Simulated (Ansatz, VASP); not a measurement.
## Mg2Cl in VASP and in Ansatz

```xyz
3
Lattice="-1.6841 1.6841 5.8738 1.6841 -1.6841 5.8738 1.6841 1.6841 -5.8738" Properties=species:S:1:pos:R:3 pbc="T T T"
Mg    0.0000    0.0000    3.8977
Mg    0.0000    0.0000    7.8499
Cl    0.0000    0.0000    0.0000
```

Alike in both runs: functional PBE; k mesh 20 × 20 × 20; occupations gaussian, width 0.1 eV; no spin polarisation.

Ansatz relaxed the structure, and its values are those at the end. VASP's run is a single point on that final structure, the one shown.

```csv
,VASP,Ansatz
version,VASP 6.6.1,Ansatz 0.2.0
potentials or method,"VASP PAW PBE potentials, release 64 (Mg, Cl), cutoff 520 eV","scalar-relativistic, plane waves, PAW"
valence electrons in the cell,11,27
```

|  | VASP | Ansatz | Ansatz less VASP |
| --- | --- | --- | --- |
| gap on the k mesh at the Fermi level (eV) | none | none | - |
| pressure (GPa) | -0.1 | 0.0 | +0.11 |
| rms of the force components (eV/Å) | 0.006 | 0.002 | -0.0043 |

A gap of «none» marks a metal or a gap that the smearing closes. VASP's potentials hold 11 valence electrons a cell and Ansatz's 27, so a difference there can come from the potentials and not from the codes.
